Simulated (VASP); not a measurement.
Input of a VASP 6.6.1 run:

The input INCAR:

```
ALGO     = Normal         # electronic algorithm
EDIFF    = 1E-6           # SCF threshold, eV
ENCUT    = 520            # plane-wave cutoff, eV
GGA      = PE             # functional
ISIF     = 2              # what is computed and relaxed
ISMEAR   = 0              # smearing method
ISPIN    = 2              # spin polarisation
LASPH    = True           # aspherical terms in the spheres
LCHARG   = False          # write CHGCAR
LMAXMIX  = 4              # l up to which the mixer works
LORBIT   = 11             # projections on sites
LREAL    = Auto         
LUSENCCL = False        
LWAVE    = False          # write WAVECAR
MAGMOM   = 2 0 0 0 0 0 0 0 0 0 0 0 0 0 0 0 0 0 0 0 0 0 0 0 0 0 0 0 0 0 0 0 0 0 0 0 # initial moments
NBANDS   = 104            # bands
NELECT   = 154.0        
NELM     = 150            # most SCF steps
PREC     = Accurate       # precision mode
SIGMA    = 0.02           # smearing width, eV
```

File KPOINTS:

```
Automatic mesh
0
Gamma
  2 2 2
  0.5 0.5 0.5
```

POSCAR

```
VSi35
1.0
   -5.7769209523      3.3353068668     -6.3650227274
    5.7769209522      3.3353068669     -6.3650227274
    0.0000000001     -6.6706137337     -6.3650227274
V Si
1 35
Direct
    0.4246411504      0.0909820211      0.4242656509
    0.7560938279      0.0913989637      0.0899273696
    0.0903777343      0.4226146195      0.4244458834
    0.7560371584      0.7569499347      0.4243587100
    0.4247926419      0.4225484442      0.0901028229
    0.0904500101      0.0913947047      0.7555944555
    0.7567982202      0.4232885159      0.7563791768
    0.0905010335      0.7570834634      0.0901084866
    0.4247668462      0.7568661822      0.7557663341
    0.0335645133      0.0329849186      0.3660549582
    0.3664142575      0.0329772003      0.0332553594
    0.7033518881      0.3699449233      0.3664553606
    0.3664222382      0.7002350961      0.3660243460
    0.0347430223      0.3673622791      0.0343739003
    0.7033579004      0.0334209080      0.7029926092
    0.3668708348      0.3699379970      0.7030349880
    0.7007875763      0.7012752058      0.0342851879
    0.0347046790      0.7012954234      0.7003803949
    0.2964331679      0.9631131313      0.2961359822
    0.6315783561      0.9661771371      0.9662686068
    0.9666220753      0.2981604514      0.2992882989
    0.6315772372      0.6332202227      0.2991884790
    0.2996404230      0.2981495375      0.9663176697
    0.9666333661      0.9661956531      0.6312129764
    0.6316601166      0.2982490374      0.6312692224
    0.9655273583      0.6320846834      0.9651267791
    0.2996235111      0.6332104350      0.6312029011
    0.9072108630      0.9096684653      0.2426644705
    0.2430734614      0.9096734922      0.9068367415
    0.5812187343      0.2476391906      0.2405429392
    0.2430522475      0.5738088016      0.2427244738
    0.9100910289      0.2416451206      0.9095800684
    0.5812121239      0.9072818799      0.5809333561
    0.2409813146      0.2477665736      0.5807421202
    0.5750709425      0.5764560897      0.9096595767
    0.9099564392      0.5765839347      0.5746741349
```

Potentials or basis: VASP PAW PBE potentials, release 64 (V_sv, Si).

Command:

```bash
$ cat potpaw_PBE.64/V_sv/POTCAR potpaw_PBE.64/Si/POTCAR > POTCAR
$ mpirun -np 1 vasp_std > vasp.out
```

(1) What does it give for the net moment?

(2) Estimate the site moments.

Answers

(1) 2.00 μB per cell.

(2) V +1.70; Si +0.01, +0.00, -0.00, -0.03 (each value once) μB.

Caveat: the cell carries a net charge on a neutralising background, which shifts energy and pressure.
